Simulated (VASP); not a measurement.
CdTe, 2 atoms in the cell. Symmetry: F-43m, No. 216, cubic system. The conventional cell has a = 6.577 Å, b = 6.577 Å, c = 6.577 Å, α = 90.00°, β = 90.00°, γ = 90.00°. Cd (site symmetry -43m) has 4 Te at 2.85 Å within 3.8 Å. Within 3.8 Å of Te (site symmetry -43m) lie 4 Cd at 2.85 Å. 

```yaml
Program: VASP 6.6.1
Task: single point
Functional: PBEsol
Potentials_or_basis: VASP PAW PBE potentials, release 64 (Cd, Te)
Cutoff: 500 eV
k_mesh: 5 × 5 × 5
Occupations: gaussian, width 0.01 eV
Spin: no spin polarisation
Dipole_correction: no
Further_INCAR_settings: ALGO = Normal; EDIFF = 1e-06; NBANDS = 16
```

Potentials or basis: VASP PAW PBE potentials, release 64 (Cd, Te).

Command:

```console
$ cat potpaw_PBE.64/Cd/POTCAR potpaw_PBE.64/Te/POTCAR > POTCAR
$ mpirun -np 1 vasp_std > vasp.out
```

Hardware: 1 thread of Intel Xeon 6975P-C, with other jobs on the host.

**Question.** Estimate the wall time of this run.

**Answer.** Wall time 16 s on 1 thread of Intel Xeon 6975P-C, with other jobs on the host, peak memory 0.2 GiB. Counts: scf iterations 13, k points 10.
